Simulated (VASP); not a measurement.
Al, 1 atom in the cell. The structure is cubic, space group Fm-3m (No. 225). The conventional cell has a = 4.008 Å, b = 4.008 Å, c = 4.008 Å, α = 90.00°, β = 90.00°, γ = 90.00°. Within 3.7 Å of Al (site symmetry m-3m) lie 12 Al at 2.83 Å. 

```yaml
Program: VASP 6.6.1
Task: single point
Functional: PBE
Potentials_or_basis: VASP PAW PBE potentials, release 64 (Al)
Cutoff: 500 eV
k_mesh: 16 × 16 × 16
Occupations: gaussian, width 0.1 eV
Spin: no spin polarisation
Dipole_correction: no
Further_INCAR_settings: ALGO = Normal; EDIFF = 1e-06; NBANDS = 8
```

Potentials or basis: VASP PAW PBE potentials, release 64 (Al).

Run with:

```sh
$ cat potpaw_PBE.64/Al/POTCAR > POTCAR
$ mpirun -np 1 vasp_std > vasp.out
```

Hardware: 1 thread of Intel(R) Xeon(R) Platinum 8375C CPU @ 2.90GHz (Ice Lake), with other jobs on the host.

Problem. Estimate the wall time of this run.

Solution. It took 8.5 s on 1 thread of Intel(R) Xeon(R) Platinum 8375C CPU @ 2.90GHz (Ice Lake) (shared host), peak memory 0.14 GiB. Counts: scf iterations 10, k points 145.
